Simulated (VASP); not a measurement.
# Be (P6_3/mmc) in VASP: further runs

Aim: see how the results for Be move with the level of theory and the settings. Levels: PBEsol, LDA. Tasks: relaxation of cell and atoms.

Everything below comes from runs of VASP 6.6.1. Logs are shortened: lines on timing, memory, paths and dates and some standing lists are left out, and cuts for length are marked.

### 1 The cell of the first run

It takes space group P6_3/mmc (No. 194, hexagonal). Conventional cell: a = 2.290 Å, b = 2.290 Å, c = 3.588 Å, α = 90.00°, β = 90.00°, γ = 120.00°. Within 2.9 Å of Be (site symmetry -6m2) lie 12 Be at 2.23 to 2.29 Å.

### 2 Relaxation of cell and atoms, PBEsol

File INCAR:

```
PREC     = Accurate       # precision mode
ENCUT    = 600            # plane-wave cutoff, eV
EDIFF    = 1E-6           # SCF threshold, eV
ISMEAR   = 1              # smearing method
SIGMA    = 0.1            # smearing width, eV
LREAL    = F              # projectors in reciprocal space
LASPH    = T              # aspherical terms in the spheres
NELM     = 100            # most SCF steps
ALGO     = Normal         # electronic algorithm
ISIF     = 3              # what is computed and relaxed
LWAVE    = F              # write WAVECAR
LCHARG   = F              # write CHGCAR
GGA      = PS             # functional
IBRION   = 2              # ionic algorithm
NSW      = 60             # ionic steps
EDIFFG   = -0.005         # ionic threshold
```

File KPOINTS:

```
Automatic mesh
0
Gamma
  27 27 15
```

File POSCAR:

```
Be
1.0
    2.2900000000      0.0000000000      0.0000000000
   -1.1450000000      1.9831981750      0.0000000000
    0.0000000000      0.0000000000      3.5884300000
Be
2
Direct
    0.0000000000      0.0000000000      0.0000000000
    0.3333333333      0.6666666667      0.5000000000
```

Potentials or basis: VASP PAW PBE potentials, release 64 (Be).

On the command line:

```console
cat potpaw_PBE.64/Be/POTCAR > POTCAR
mpirun -np 1 vasp_std > vasp.out
```

OUTCAR:

```text
PREC = Accurate
   ENCUT = 600
   EDIFF = 1E-6
   ISMEAR = 1
   LREAL = F
   LASPH = T
   NELM = 100
   ISIF = 3
   GGA = PS
   IBRION = 2
   NSW = 60
   EDIFFG = -0.005

 ion  position               nearest neighbor table
   1  0.000  0.000  0.000-   2 2.23   2 2.23   2 2.23   2 2.23   2 2.23   2 2.23
   2  0.333  0.667  0.500-   1 2.23   1 2.23   1 2.23   1 2.23   1 2.23   1 2.23

  LATTYP: Found a hexagonal cell.
 ALAT       =     2.2900000000
 C/A-ratio  =     1.5670000000

  Lattice vectors:

 A1 = (   2.2900000000,   0.0000000000,   0.0000000000)
 A2 = (  -1.1450000000,   1.9831981750,   0.0000000000)
 A3 = (   0.0000000000,   0.0000000000,   3.5884300000)

Analysis of symmetry for initial positions (statically):
=====================================================================
 Subroutine PRICEL returns:
 Original cell was already a primitive cell.

 Routine SETGRP: Setting up the symmetry group for a
 hexagonal supercell.

 Subroutine GETGRP returns: Found 24 space group operations
 (whereof 12 operations were pure point group operations)
 out of a pool of 24 trial point group operations.

The static configuration has the point symmetry D_3h.
 The point group associated with its full space group is D_6h.

Analysis of symmetry for dynamics (positions and initial velocities):
=====================================================================
 Subroutine PRICEL returns:
 Original cell was already a primitive cell.

 Routine SETGRP: Setting up the symmetry group for a
 hexagonal supercell.

 Subroutine GETGRP returns: Found 24 space group operations
 (whereof 12 operations were pure point group operations)
 out of a pool of 24 trial point group operations.

The dynamic configuration has the point symmetry D_3h.
 The point group associated with its full space group is D_6h.

 Subroutine INISYM returns: Found 24 space group operations
 (whereof 12 operations are pure point group operations),
 and found     1 'primitive' translations

----------------------------------------------------------------------------------------

                                     Primitive cell

  volume of cell :      16.2969

  direct lattice vectors                    reciprocal lattice vectors
     2.290000000  0.000000000  0.000000000     0.436681223  0.252118021  0.000000000
    -1.145000000  1.983198175  0.000000000     0.000000000  0.504236043  0.000000000
     0.000000000  0.000000000  3.588430000     0.000000000  0.000000000  0.278673403

  length of vectors
     2.290000000  2.290000000  3.588430000     0.504236043  0.504236043  0.278673403

  position of ions in fractional coordinates (direct lattice)
     0.000000000  0.000000000  0.000000000
     0.333333333  0.666666667  0.500000000

  ion indices of the primitive-cell ions
   primitive index   ion index
                 1           1
                 2           2

----------------------------------------------------------------------------------------

 KPOINTS: Automatic mesh

Automatic generation of k-mesh.
 Grid dimensions read from file:
 generate k-points for:   27   27   15

 Generating k-lattice:

  Cartesian coordinates                     Fractional coordinates (reciprocal lattice)
     0.016173379  0.009337704  0.000000000     0.037037037 -0.000000000  0.000000000
     0.000000000  0.018675409  0.000000000     0.000000000  0.037037037  0.000000000
     0.000000000  0.000000000  0.018578227     0.000000000  0.000000000  0.066666667

  Length of vectors
     0.018675409  0.018675409  0.018578227

  Shift w.r.t. Gamma in fractional coordinates (k-lattice)
     0.000000000  0.000000000  0.000000000

 Subroutine IBZKPT returns following result:
 ===========================================

 Found    600 irreducible k-points:

 Following reciprocal coordinates:
            Coordinates               Weight
  0.000000  0.000000  0.000000      1.000000
  0.037037  0.000000  0.000000      6.000000
  0.074074  0.000000  0.000000      6.000000
  0.111111 -0.000000  0.000000      6.000000
  0.148148  0.000000  0.000000      6.000000
  0.185185  0.000000  0.000000      6.000000
[... 16 lines left out ...]
  0.333333  0.037037  0.000000     12.000000
  0.370370  0.037037  0.000000     12.000000
 [... further k-points ...]
   k-points           NKPTS =    600   k-points in BZ     NKDIM =    600   number of bands    NBANDS=      6
   number of dos      NEDOS =    301   number of ions     NIONS =      2
   total plane-waves  NPLWV =   9720
   dimension x,y,z NGX =    18 NGY =   18 NGZ =   30
   dimension x,y,z NGXF=    36 NGYF=   36 NGZF=   60
   ions per type =               2
   NGX,Y,Z   is equivalent  to a cutoff of  13.07, 13.07, 13.90 a.u.
   NGXF,Y,Z  is equivalent  to a cutoff of  26.13, 26.13, 27.80 a.u.
 SYSTEM =  unknown system
   PREC   = accura    normal or accurate (medium, high low for compatibility)
   ISTART =      0    job   : 0-new  1-cont  2-samecut
   ICHARG =      2    charge: 1-file 2-atom 10-const
   ISPIN  =      1    spin polarized calculation?
   LNONCOLLINEAR =      F non collinear calculations
   LSORBIT =      F    spin-orbit coupling
   LASPH  =      T    aspherical Exc in radial PAW
   ENCUT  =  600.0 eV  44.10 Ry    6.64 a.u.   4.57  4.57  7.17*2*pi/ulx,y,z
   NELM   =    100;   NELMIN=  2; NELMDL= -5     # of ELM steps
   EDIFF  = 0.1E-05   stopping-criterion for ELM
   LREAL  =      F    real-space projection
   EDIFFG = -.5E-02   stopping-criterion for IOM
   NSW    =     60    number of steps for IOM
   IBRION =      2    ionic relax: 0-MD 1-quasi-New 2-CG
   NFREE  =      1    steps in history (QN), initial steepest desc. (CG)
   ISIF   =      3    stress and relaxation
   ISYM   =      2    0-nonsym 1-usesym 2-fastsym
   POTIM  = 0.5000    time-step for ionic-motion
   TEBEG  =    0.0;   TEEND  =   0.0 temperature during run
   PSTRESS=    0.0 pullay stress
   NELECT =       4.0000    total number of electrons
   NUPDOWN=      -1.0000    fix difference up-down
   EMIN   =  10.00;   EMAX   =-10.00  energy-range for DOS
   EFERMI =   0.00;   METHOD = LEGACY
   ISMEAR =     1;   SIGMA  =   0.10  broadening in eV -4-tet -1-fermi 0-gaus
   EFERMI_NEDOS =   21; number of points for ismear=-14 and -15
   IALGO  =     38    algorithm
   IMIX   =      4    mixing-type and parameters
     AMIX     =   0.40;   BMIX     =  1.00
     AMIX_MAG =   1.60;   BMIX_MAG =  1.00
  volume/ion in A,a.u.               =       8.15        54.99
  Fermi-wavevector in a.u.,A,eV,Ry     =   1.025005  1.936979 14.294770  1.050636
  Thomas-Fermi vector in A             =   2.158823
   LORBIT       =      0    0 simple, 1 ext, 2 COOP (PROOUT), +10 PAW based schemes
   GGA     = PS    functional components
   LHFCALC =     F    Hartree Fock is set to
   AEXX    =    0.0000 exact exchange contribution
   IVDW    =     0    specifies the selected vdW correction
   LEPSILON=     F    determine dielectric tensor
   LRPA    =     F    only Hartree local field effects (RPA)
 conjugate gradient relaxation of ions
 non-spin polarized calculation
 Methfessel and Paxton  Order N= 1 SIGMA  =   0.10
  energy-cutoff  :      600.00
  volume of cell :       16.30
 maximum number of plane-waves:       559
   NGX =  9   NGY =  9   NGZ = 15

--------------------------------------- Ionic step        1  -------------------------------------------

 number of electron       4.0000000 magnetization

 Free energy of the ion-electron system (eV)
  ---------------------------------------------------
  ext. energy  EPLUGINS =         0.00000000
  ---------------------------------------------------
  free energy    TOTEN  =        -7.98904034 eV

  energy without entropy =       -7.98915521  energy(sigma->0) =       -7.98907863

------------------------ aborting loop because EDIFF is reached ----------------------------------------

  FORCE on cell =-STRESS in cart. coord.  units (eV):
  Direction    XX          YY          ZZ          XY          YZ          ZX
  --------------------------------------------------------------------------------------
  -------------------------------------------------------------------------------------
  Total       -0.4472511     -0.4472511     -0.3665113      0.0000000     -0.0000000     -0.0000000
  in kB      -43.9699457    -43.9699457    -36.0322911      0.0000000     -0.0000000     -0.0000000
  external PRESSURE =     -41.3240608 kB  Pullay stress =       0.0000000 kB
[... 165 lines left out ...]
  energy  without entropy=       -7.9968962805  energy(sigma->0) =       -7.99679419

--------------------------------------- Ionic step        6  -------------------------------------------

 number of electron       4.0000000 magnetization

 Free energy of the ion-electron system (eV)
  ---------------------------------------------------
  ext. energy  EPLUGINS =         0.00000000
  ---------------------------------------------------
  free energy    TOTEN  =        -7.99674282 eV

  energy without entropy =       -7.99689790  energy(sigma->0) =       -7.99679452

 E-fermi :   6.9699     XC(G=0): -10.6282

 val. band max:        6.9164986070   @ k =   0.2963   0.2593   0.0000
 cond. band min:       6.9871172216   @ k =   0.2963   0.2963   0.2000
 fundamental gap:      0.0706186146
 Fermi energy:         6.9698963104

 k-point     1 :       0.0000    0.0000    0.0000
  band No.  band energies     occupation
      1      -4.3115      2.00000
      2       2.5913      2.00000
      3       8.2266     -0.00000
      4      23.1217      0.00000
      5      23.1217      0.00000
      6      25.9839      0.00000

 k-point     2 :       0.0370    0.0000    0.0000
  band No.  band energies     occupation
      1      -4.2721      2.00000
      2       2.6433      2.00000
      3       8.2379     -0.00000
      4      22.7790      0.00000
      5      22.8491      0.00000
      6      25.9919      0.00000
[... 190 lines left out ...]
 k-point    24 :       0.3704    0.0370    0.0000
  band No.  band energies     occupation
      1       0.0312      2.00000
      2       6.3058      2.00000
      3       8.2255     -0.00000
      4      13.2342      0.00000
      5      16.4850      0.00000
      6      16.9260      0.00000

 [... further k-points ...]

------------------------ aborting loop because EDIFF is reached ----------------------------------------

  FORCE on cell =-STRESS in cart. coord.  units (eV):
  Direction    XX          YY          ZZ          XY          YZ          ZX
  --------------------------------------------------------------------------------------
  -------------------------------------------------------------------------------------
  Total        0.0078084      0.0078084      0.0064298      0.0000000     -0.0000000      0.0000000
  in kB        0.7960892      0.7960892      0.6555327      0.0000000     -0.0000000      0.0000000
  external PRESSURE =       0.7492370 kB  Pullay stress =       0.0000000 kB
[... 17 lines left out ...]
  FREE ENERGIE OF THE ION-ELECTRON SYSTEM (eV)
  ---------------------------------------------------
  free  energy   TOTEN  =        -7.9967428217 eV

  energy  without entropy=       -7.9968979021  energy(sigma->0) =       -7.99679452

 reached required accuracy - stopping structural energy minimisation
```

It took 40 s on 1 thread of Intel Xeon 6975P-C (Granite Rapids), shared host; peak memory 0.17 GiB.

Results:

```
Free energy                           : -7.9967 eV
Relaxed volume                        : 7.86 Å³/atom
Relaxed cell                          : a = 2.259 Å, b = 2.259 Å, c = 3.555 Å, α = 90.00°, β = 90.00°, γ = 120.00°
Space group after relaxing (to 0.1 Å) : P6_3/mmc (No. 194)
Energy gained by relaxing             : 3.9 meV/atom
Ionic steps                           : 6
Pressure after relaxing               : 0.1 GPa
Band gap on the k mesh                : zero (bands 2 and 3 overlap by 2.15 eV)
```

Step by step:
| step | energy change (eV) | largest force (eV/Å) | pressure (GPa) | volume (Å³) |
| --- | --- | --- | --- | --- |
| 1 | 0.0000 | 0.0000 | -4.13 | 16.30 |
| 2 | -0.0075 | 0.0000 | -0.61 | 15.81 |
| 3 | -0.0077 | 0.0000 | 0.01 | 15.73 |
| 4 | -0.0077 | 0.0000 | 0.10 | 15.71 |
| 5 | -0.0077 | 0.0000 | 0.08 | 15.71 |
| 6 | -0.0077 | 0.0000 | 0.07 | 15.71 |

Final structure:
```
CELL_PARAMETERS angstrom
2.25933 0.00000 0.00000
-1.12966 1.95664 0.00000
0.00000 0.00000 3.55487
ATOMIC_POSITIONS crystal
Be 0.00000 0.00000 0.00000
Be 0.33333 0.66667 0.50000
```

Caveat: the PAW data sets were made with another functional, which shifts forces and pressure a little.

(Continued in part 2 of 2.)
